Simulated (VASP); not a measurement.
Here is a VASP 6.6.1 calculation.

INCAR

```
SYSTEM = BN
PREC = Accurate
ENCUT = 600
EDIFF = 1E-6
ISMEAR = 0
SIGMA = 0.1
LREAL = .FALSE.
LASPH = .TRUE.
NELM = 120
ALGO = Normal
ISIF = 2
LWAVE = .FALSE.
LCHARG = .FALSE.
GGA = PS
NBANDS = 16
GGA_COMPAT = .FALSE.
```

Contents of KPOINTS:

```
Automatic mesh
0
G
  9 9 4
  0 0 0
```

POSCAR

```
BN
1.0
    2.7831025188      0.0000000000      0.0000000000
   -1.3915512595      2.4102374826      0.0000000000
    0.0000000000      0.0000000000      4.3845578097
B N
2 2
Direct
    0.3333333333      0.6666666667     -0.0483933411
    0.6666666667      0.3333333333      0.4516066589
    0.3333333333      0.6666666667      0.4233933411
    0.6666666667      0.3333333333      0.9233933411
```

Potentials or basis: VASP PAW PBE potentials, release 64 (B, N).

Command:

```sh
$ cat potpaw_PBE.64/B/POTCAR potpaw_PBE.64/N/POTCAR > POTCAR
$ mpirun -np 1 vasp_std > vasp.out
```

(1) Predict the pressure.

(2) Estimate the band gap on the k mesh.

(3) Estimate the largest force.

Answers

(1) -47.6 GPa.

(2) 2.94 eV (least direct gap 4.20 eV).

(3) 1.346 eV/Å.

Caveat: the cell differs from its parent crystal (Ga replaced by B, lengths x 0.882, strained); the stress differs along the axes, from -77 to 10 GPa; the PAW data sets were made with another functional, which shifts forces and pressure a little.
